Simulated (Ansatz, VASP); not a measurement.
**CuO in VASP and in Ansatz**

```
Cu O
1.0
     2.87950    0.00000    0.00000
     0.03907    2.87928    0.00000
     0.01750    0.01724    5.17634
Cu O
2 2
Direct
  0.50000 0.00000 0.50000
  0.00000 0.50000 0.00000
  0.00158 0.99833 0.25011
  0.99842 0.00167 0.74989
```

Alike in both runs: task single point; functional PBEsol; k mesh 12 × 12 × 8; occupations gaussian, width 0.1 eV; no spin polarisation.

|  | VASP | Ansatz |
| --- | --- | --- |
| version | VASP 6.6.1 | Ansatz 0.2.0 |
| potentials or method | VASP PAW PBE potentials, release 64 (Cu, O), cutoff 520 eV | scalar-relativistic, plane waves, PAW |
| valence electrons in the cell | 34 | 50 |

|  | VASP | Ansatz | Ansatz less VASP |
| --- | --- | --- | --- |
| gap on the k mesh at the Fermi level (eV) | none | none | - |
| pressure (GPa) | -1.3 | -2.0 | -0.73 |
| traceless stress, the component that is largest in VASP (GPa) | -2.21 | -2.52 | -0.310 |
| rms of the force components (eV/Å) | 0.005 | 0.005 | -0.0002 |

VASP's potentials were made for PBE, not for PBEsol. Atom by atom the forces differ by 0.001 eV/Å (rms over components). A gap of «none» marks a metal or a gap that the smearing closes. VASP's potentials hold 34 valence electrons a cell and Ansatz's 50, so a difference there can come from the potentials and not from the codes.
